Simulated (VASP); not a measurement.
# Ta (P6_3/mmc) in VASP: notebook

The runs below take Ta through single point, with PBE.

Everything below comes from runs of VASP 6.6.1. Logs are shortened: lines on timing, memory, paths and dates and some standing lists are left out, and cuts for length are marked.

### 1 The cell of the first run

The structure is hexagonal, space group P6_3/mmc (No. 194). The conventional cell has a = 3.129 Å, b = 3.129 Å, c = 5.108 Å, α = 90.00°, β = 90.00°, γ = 120.00°. Ta (site symmetry -6m2) has 12 Ta at 3.13 Å within 4.1 Å.

This isn't the form of Ta at room conditions, which is bcc.

### 2 Single point, PBE (strained)

Contents of INCAR:

```
SYSTEM = Ta
ALGO = Fast ; EDIFF = 1E-6
ENCUT = 520 ; GGA = PE
ISIF = 2 ; ISMEAR = 0
LASPH = .TRUE. ; LCHARG = .FALSE.
LREAL = .FALSE. ; LWAVE = .FALSE.
NBANDS = 18 ; NELM = 100
PREC = Accurate ; SIGMA = 0.1
```

Contents of KPOINTS:

```
k-points
0
G
  18 18 8
  0 0 0
```

Contents of POSCAR:

```
Ta
1.0
    3.1286313547      0.0000000000      0.0000000000
   -1.5643156774      2.7094742323      0.0000000000
    0.0000000000      0.0000000000      5.1078951038
Ta
2
Direct
    0.6666666700      0.3333333300      0.7500000000
    0.3333333300      0.6666666700      0.2500000000
```

Potentials or basis: VASP PAW PBE potentials, release 64 (Ta_pv).

Command:

```
$ cat potpaw_PBE.64/Ta_pv/POTCAR > POTCAR
$ mpirun -np 1 vasp_std > vasp.out
```

OUTCAR:

```text
SYSTEM = Ta
   EDIFF = 1E-6
   ENCUT = 520
   GGA = PE
   ISIF = 2
   ISMEAR = 0
   LASPH = .TRUE.
   LREAL = .FALSE.
   NELM = 100
   PREC = Accurate

 ion  position               nearest neighbor table
   1  0.667  0.333  0.750-   2 3.13   2 3.13   2 3.13   2 3.13   2 3.13   2 3.13
   2  0.333  0.667  0.250-   1 3.13   1 3.13   1 3.13   1 3.13   1 3.13   1 3.13

  LATTYP: Found a hexagonal cell.
 ALAT       =     3.1286313547
 C/A-ratio  =     1.6326292633

  Lattice vectors:

 A1 = (   3.1286313547,   0.0000000000,   0.0000000000)
 A2 = (  -1.5643156774,   2.7094742323,   0.0000000000)
 A3 = (   0.0000000000,   0.0000000000,   5.1078951038)

Analysis of symmetry for initial positions (statically):
=====================================================================
 Subroutine PRICEL returns:
 Original cell was already a primitive cell.

 Routine SETGRP: Setting up the symmetry group for a
 hexagonal supercell.

 Subroutine GETGRP returns: Found 24 space group operations
 (whereof 12 operations were pure point group operations)
 out of a pool of 24 trial point group operations.

The static configuration has the point symmetry D_3d.
 The point group associated with its full space group is D_6h.

Analysis of symmetry for dynamics (positions and initial velocities):
=====================================================================
 Subroutine PRICEL returns:
 Original cell was already a primitive cell.

 Routine SETGRP: Setting up the symmetry group for a
 hexagonal supercell.

 Subroutine GETGRP returns: Found 24 space group operations
 (whereof 12 operations were pure point group operations)
 out of a pool of 24 trial point group operations.

The dynamic configuration has the point symmetry D_3d.
 The point group associated with its full space group is D_6h.

 Subroutine INISYM returns: Found 24 space group operations
 (whereof 12 operations are pure point group operations),
 and found     1 'primitive' translations

----------------------------------------------------------------------------------------

                                     Primitive cell

  volume of cell :      43.2994

  direct lattice vectors                    reciprocal lattice vectors
     3.128631355  0.000000000  0.000000000     0.319628581  0.184537647  0.000000000
    -1.564315677  2.709474232  0.000000000     0.000000000  0.369075294  0.000000000
     0.000000000  0.000000000  5.107895104     0.000000000  0.000000000  0.195775359

  length of vectors
[... 82 lines left out ...]
   EDIFF  = 0.1E-05   stopping-criterion for ELM
   LREAL  =      F    real-space projection
   EDIFFG = 0.1E-04   stopping-criterion for IOM
   NSW    =      0    number of steps for IOM
   IBRION =     -1    ionic relax: 0-MD 1-quasi-New 2-CG
   NFREE  =      0    steps in history (QN), initial steepest desc. (CG)
   ISIF   =      2    stress and relaxation
   ISYM   =      2    0-nonsym 1-usesym 2-fastsym
   POTIM  = 0.5000    time-step for ionic-motion
   TEBEG  =    0.0;   TEEND  =   0.0 temperature during run
   PSTRESS=    0.0 pullay stress
   NELECT =      22.0000    total number of electrons
   NUPDOWN=      -1.0000    fix difference up-down
   EMIN   =  10.00;   EMAX   =-10.00  energy-range for DOS
   EFERMI =   0.00;   METHOD = LEGACY
   ISMEAR =     0;   SIGMA  =   0.10  broadening in eV -4-tet -1-fermi 0-gaus
   EFERMI_NEDOS =   21; number of points for ismear=-14 and -15
   IALGO  =     68    algorithm
   IMIX   =      4    mixing-type and parameters
     AMIX     =   0.40;   BMIX     =  1.00
     AMIX_MAG =   1.60;   BMIX_MAG =  1.00
  volume/ion in A,a.u.               =      21.65       146.10
  Fermi-wavevector in a.u.,A,eV,Ry     =   1.306337  2.468619 23.218568  1.706517
  Thomas-Fermi vector in A             =   2.437146
   LORBIT       =      0    0 simple, 1 ext, 2 COOP (PROOUT), +10 PAW based schemes
   GGA     = PE    functional components
   LHFCALC =     F    Hartree Fock is set to
   AEXX    =    0.0000 exact exchange contribution
   IVDW    =     0    specifies the selected vdW correction
   LEPSILON=     F    determine dielectric tensor
   LRPA    =     F    only Hartree local field effects (RPA)
 non-spin polarized calculation
 RMM-DIIS sequential band-by-band and
 Gauss-broadening in eV      SIGMA  =   0.10
  energy-cutoff  :      520.00
  volume of cell :       43.30
 maximum number of plane-waves:      1186
 NGX is ok and might be reduce to    24
   NGX = 11   NGY = 11   NGZ = 19

 number of electron      21.9999997 magnetization

 Free energy of the ion-electron system (eV)
  ---------------------------------------------------
  ext. energy  EPLUGINS =         0.00000000
  ---------------------------------------------------
  free energy    TOTEN  =       -22.55969426 eV

  energy without entropy =      -22.54207518  energy(sigma->0) =      -22.55088472

 E-fermi :   4.5522     XC(G=0): -11.7016

 val. band max:        4.5518821517   @ k =   0.3889   0.1667   0.0000
 cond. band min:       4.5534883818   @ k =   0.2778   0.2778   0.0000
 fundamental gap:      0.0016062301
 Fermi energy:         4.5522258300

 k-point     1 :       0.0000    0.0000    0.0000
  band No.  band energies     occupation
      1     -30.2495      2.00000
      2     -29.7612      2.00000
      3     -29.7612      2.00000
      4     -29.6760      2.00000
      5     -29.6760      2.00000
      6     -29.6296      2.00000
[... 481 lines left out ...]
      5     -29.7953      2.00000
      6     -29.7761      2.00000
[... 10 lines left out ...]
     17      10.0889      0.00000
     18      11.5616      0.00000

 [... further k-points ...]

------------------------ aborting loop because EDIFF is reached ----------------------------------------

  FORCE on cell =-STRESS in cart. coord.  units (eV):
  Direction    XX          YY          ZZ          XY          YZ          ZX
  --------------------------------------------------------------------------------------
  -------------------------------------------------------------------------------------
  Total       -6.4320662     -6.4320662     -4.0190258      0.0000000      0.0000000      0.0000000
  in kB     -238.0015031   -238.0015031   -148.7133589      0.0000000      0.0000000      0.0000000
  external PRESSURE =    -208.2387884 kB  Pullay stress =       0.0000000 kB

 VOLUME and BASIS-vectors are now :
 -----------------------------------------------------------------------------
  energy-cutoff  :      520.00
  volume of cell :       43.30
      direct lattice vectors                 reciprocal lattice vectors
     3.128631355  0.000000000  0.000000000     0.319628581  0.184537647  0.000000000
    -1.564315677  2.709474232  0.000000000     0.000000000  0.369075294  0.000000000
     0.000000000  0.000000000  5.107895104     0.000000000  0.000000000  0.195775359

 POSITION                                       TOTAL-FORCE (eV/Angst)
 -----------------------------------------------------------------------------------
      1.56432      0.90316      3.83092         0.000000      0.000000      0.000000
     -0.00000      1.80632      1.27697        -0.000000     -0.000000      0.000000
 -----------------------------------------------------------------------------------
    total drift:                               -0.000002      0.000001     -0.000000

  FREE ENERGIE OF THE ION-ELECTRON SYSTEM (eV)
  ---------------------------------------------------
  free  energy   TOTEN  =       -22.5596942562 eV

  energy  without entropy=      -22.5420751772  energy(sigma->0) =      -22.55088472
```

OSZICAR:

```text
N       E                     dE             d eps       ncg     rms          rms(c)
DAV:   1     0.167225957649E+03    0.16723E+03   -0.12681E+04  6660   0.123E+03
DAV:   2    -0.195274738550E+02   -0.18675E+03   -0.18407E+03  8220   0.346E+02
DAV:   3    -0.237415127104E+02   -0.42140E+01   -0.41319E+01  8238   0.485E+01
DAV:   4    -0.237798246914E+02   -0.38312E-01   -0.38225E-01  7712   0.473E+00
DAV:   5    -0.237801172502E+02   -0.29256E-03   -0.29254E-03  7670   0.411E-01    0.137E+01
RMM:   6    -0.228128532295E+02    0.96726E+00   -0.10775E+00  6709   0.748E+00    0.606E+00
RMM:   7    -0.225552089260E+02    0.25764E+00   -0.12649E+00  7330   0.723E+00    0.735E-01
RMM:   8    -0.225584020549E+02   -0.31931E-02   -0.73135E-02  8199   0.175E+00    0.473E-01
RMM:   9    -0.225604533313E+02   -0.20513E-02   -0.25927E-02  8232   0.888E-01    0.311E-01
RMM:  10    -0.225596267096E+02    0.82662E-03   -0.55609E-03  7394   0.518E-01    0.888E-02
RMM:  11    -0.225597975004E+02   -0.17079E-03   -0.88748E-04  8199   0.175E-01    0.916E-02
RMM:  12    -0.225596863053E+02    0.11120E-03   -0.58928E-04  7647   0.173E-01    0.272E-02
RMM:  13    -0.225596947682E+02   -0.84629E-05   -0.79650E-05  8937   0.556E-02    0.271E-02
RMM:  14    -0.225596972440E+02   -0.24758E-05   -0.13320E-05  7533   0.218E-02    0.343E-02
RMM:  15    -0.225596983499E+02   -0.11059E-05   -0.41533E-06  6196   0.952E-03    0.366E-02
RMM:  16    -0.225596952460E+02    0.31039E-05   -0.29423E-06  6124   0.116E-02    0.238E-02
RMM:  17    -0.225596942562E+02    0.98978E-06   -0.26828E-06  6036   0.108E-02
   1 F= -.22559694E+02 E0= -.22550885E+02  d E =-.176191E-01
```

stdout:

```text
POSCAR found type information on POSCAR Ta
 POSCAR found :  1 types and       2 ions
 scaLAPACK will be used
 LDA part: xc-table for (Slater+PW92), standard interpolation
 POSCAR, INCAR and KPOINTS ok, starting setup
 FFT: planning ... GRIDC
 FFT: planning ... GRID_SOFT
 FFT: planning ... GRID
 WAVECAR not read
 entering main loop
```

It took 48 s on 1 thread of Intel Xeon 6975P-C (Granite Rapids), shared host; peak memory 0.24 GiB.

What came out:

| Property | Result |
| --- | --- |
| Free energy | -22.5597 eV |
| Pressure | -20.8 GPa |
| Band gap on the k mesh | zero (bands 11 and 12 overlap by 1.65 eV) |

Stress tensor (GPa, compression positive):
```
-23.80   0.00   0.00
  0.00 -23.80   0.00
  0.00   0.00 -14.87
```

Caveat: the cell differs from its parent crystal (strained); the cell stands under tension; spin-orbit coupling is left out, which moves the levels of the heavy elements.

### 3 Single point, PBE (strained)

Contents of INCAR:

```
SYSTEM = Ta
ALGO = Normal ; EDIFF = 1E-7
ENCUT = 520 ; GGA = PE
ISIF = 2 ; ISMEAR = 0
LASPH = .True. ; LCHARG = .True.
LELF = .True. ; LREAL = .False.
LVHAR = .True. ; LWAVE = .False.
NBANDS = 18 ; NELM = 80
PREC = Accurate ; SIGMA = 0.1
```

Contents of KPOINTS:

```
k-points
0
Gamma
  18 18 8
  0 0 0
```

Contents of POSCAR:

```
Ta
1.0
    2.8139409848      0.0000000000      0.0000000000
   -1.4069704924      2.4369443776      0.0000000000
    0.0000000000      0.0000000000      4.9348249248
Ta
2
Direct
    0.6666666700      0.3333333300      0.7500000000
    0.3333333300      0.6666666700      0.2500000000
```

Potentials or basis: VASP PAW PBE potentials, release 64 (Ta_pv).

Command:

```
$ cat potpaw_PBE.64/Ta_pv/POTCAR > POTCAR
$ mpirun -np 1 vasp_std > vasp.out
```

Wall time 33 s (1 thread of Intel Xeon 6975P-C (Granite Rapids), shared host); peak memory 0.22 GiB.

Results (log left out):

```
Free energy            : -22.8255 eV
Pressure               : 23.6 GPa
Band gap on the k mesh : zero (bands 11 and 12 overlap by 2.70 eV)
```

Stress tensor (GPa, compression positive):
```
23.28  0.00  0.00
 0.00 23.28  0.00
 0.00  0.00 24.12
```

Levels at points of the mesh, in eV from the Fermi level:
| k point | band 8 | band 9 | band 10 | band 11 | band 12 | band 13 | band 14 | band 15 |
| --- | --- | --- | --- | --- | --- | --- | --- | --- |
| (0.00, 0.00, 0.00) | -5.25 | -0.56 | 0.34 | 0.54 | 0.54 | 1.24 | 1.24 | 3.13 |
| (0.50, 0.00, 0.00) | -4.36 | -3.83 | -0.32 | -0.32 | 0.67 | 0.71 | 6.37 | 7.16 |
| (0.00, 0.00, 0.50) | -6.54 | -1.23 | -1.23 | 0.58 | 0.58 | 0.58 | 0.58 | 4.93 |
| (0.50, 0.00, 0.50) | -4.83 | -2.63 | -2.63 | 1.87 | 1.87 | 2.77 | 2.77 | 6.38 |

Caveat: the cell differs from its parent crystal (strained); the cell stands under pressure; spin-orbit coupling is left out, which moves the levels of the heavy elements.

### 4 Single point, PBE (strained)

Contents of INCAR:

```
SYSTEM = Ta
PREC = Accurate ; ENCUT = 520
EDIFF = 1E-6 ; ISMEAR = 0
SIGMA = 0.1 ; LREAL = .FALSE.
LASPH = .TRUE. ; NELM = 80
ALGO = Fast ; ISIF = 2
LWAVE = .FALSE. ; LCHARG = .FALSE.
GGA = PE ; NBANDS = 18
```

Contents of KPOINTS:

```
regular mesh
0
G
  18 18 8
  0 0 0
```

Contents of POSCAR:

```
Ta
1.0
    2.9580894768      0.0000000000      0.0000000000
   -1.4790447384      2.5617806336      0.0000000000
    0.0000000000      0.0000000000      5.4240710726
Ta
2
Direct
    0.6666666700      0.3333333300      0.7500000000
    0.3333333300      0.6666666700      0.2500000000
```

Command:

```
$ cat potpaw_PBE.64/Ta_pv/POTCAR > POTCAR
$ mpirun -np 1 vasp_std > vasp.out
```

Wall time 1.9 min (1 thread of Intel Xeon 8259CL, shared host); peak memory 0.24 GiB.

It converged, with:

```
Free energy            : -22.8892 eV
Pressure               : -14.1 GPa
Band gap on the k mesh : zero (bands 11 and 12 overlap by 1.91 eV)
```

Stress tensor (GPa, compression positive):
```
-12.83   0.00   0.00
  0.00 -12.83   0.00
  0.00   0.00 -16.76
```

Levels at points of the mesh, in eV from the Fermi level:
```tsv
k point	band 8	band 9	band 10	band 11	band 12	band 13	band 14	band 15
(0.00, 0.00, 0.00)	-4.68	-0.69	-0.49	0.67	0.67	1.10	1.10	2.95
(0.50, 0.00, 0.00)	-3.44	-2.93	-0.44	-0.44	0.33	1.08	4.83	5.97
(0.00, 0.00, 0.50)	-6.17	-1.18	-1.18	0.73	0.73	0.73	0.73	4.04
(0.50, 0.00, 0.50)	-3.90	-2.06	-2.06	1.26	1.26	2.52	2.52	4.78
```

Caveat: the cell differs from its parent crystal (strained); the cell stands under tension; spin-orbit coupling is left out, which moves the levels of the heavy elements.

### 5 Summary

```csv
cell,gap on the mesh (eV),pressure (GPa)
"a = 3.129, b = 3.129, c = 5.108 Å, angles 90.0, 90.0, 120.0°, 2 atoms",none,-20.8
"a = 2.814, b = 2.814, c = 4.935 Å, angles 90.0, 90.0, 120.0°, 2 atoms",none,23.6
"a = 2.958, b = 2.958, c = 5.424 Å, angles 90.0, 90.0, 120.0°, 2 atoms",none,-14.1
```

Alike in all rows: task single point; level PBE; potentials or basis VASP PAW PBE potentials, release 64 (Ta_pv); no spin polarisation; k mesh 18 × 18 × 8; cutoff (eV) 520; smearing gaussian 0.1 eV.

Caveats: spin-orbit coupling is left out, which moves the levels of the heavy elements; the cell stands under tension (at least some runs); the cell stands under pressure (at least some runs).

Total energies depend on the potentials used, so only differences within one code and one set of settings carry meaning.
